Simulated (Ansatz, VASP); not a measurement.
# Hf: VASP beside Ansatz

```
Hf
1.0
    -1.78061    1.78061    1.78061
     1.78061   -1.78061    1.78061
     1.78061    1.78061   -1.78061
Hf
1
Direct
  0.00000 0.00000 0.00000
```

Change from the starting cell: volume scaled by 0.96.

Alike in both runs: task single point; functional PBE; k mesh 14 × 14 × 14; occupations fermi-dirac, width 0.05 eV; no spin polarisation.

|  | VASP | Ansatz |
| --- | --- | --- |
| version | VASP 6.6.1 | Ansatz 0.2.0 |
| potentials or method | VASP PAW PBE potentials, release 64 (Hf_pv), cutoff 520 eV | all-electron LAPW, scalar-relativistic |

```tsv
	VASP	Ansatz	Ansatz less VASP
pressure (GPa)	-1.6	-1.3	+0.37
```

Ansatz ran all-electron here, and VASP with PAW potentials.

Spin-orbit coupling is off throughout.
